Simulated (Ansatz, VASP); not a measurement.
## Al4Ir in VASP and in Ansatz

```
Al Ir
1.0
     2.90684    0.00000    0.00000
     0.00000    2.90684    0.00000
     0.00000    0.00000    9.73062
Al Ir
4 1
Direct
  0.00000 0.00000 0.16456
  0.00000 0.00000 0.83544
  0.50000 0.50000 0.36410
  0.50000 0.50000 0.63590
  0.50000 0.50000 0.00000
```

Alike in both runs: functional PBE; k mesh 6 × 6 × 4; occupations gaussian, width 0.1 eV; no spin polarisation.

Ansatz relaxed the structure, and its values are those at the end. VASP's run is a single point on that final structure, the one shown.

|  | VASP | Ansatz |
| --- | --- | --- |
| version | VASP 6.6.1 | Ansatz 0.2.0 |
| potentials or method | VASP PAW PBE potentials, release 64 (Al, Ir), cutoff 520 eV | scalar-relativistic, plane waves, PAW |
| valence electrons in the cell | 21 | 29 |

|  | VASP | Ansatz | Ansatz less VASP |
| --- | --- | --- | --- |
| gap on the k mesh at the Fermi level (eV) | none | none | - |
| pressure (GPa) | 0.2 | 0.1 | -0.06 |
| rms of the force components (eV/Å) | 0.010 | 0.007 | -0.0028 |

A gap of «none» marks a metal or a gap that the smearing closes. VASP's potentials hold 21 valence electrons a cell and Ansatz's 29, so a difference there can come from the potentials and not from the codes.

The k mesh is coarse, so the values compare programs but aren't converged. Spin-orbit coupling is off throughout.
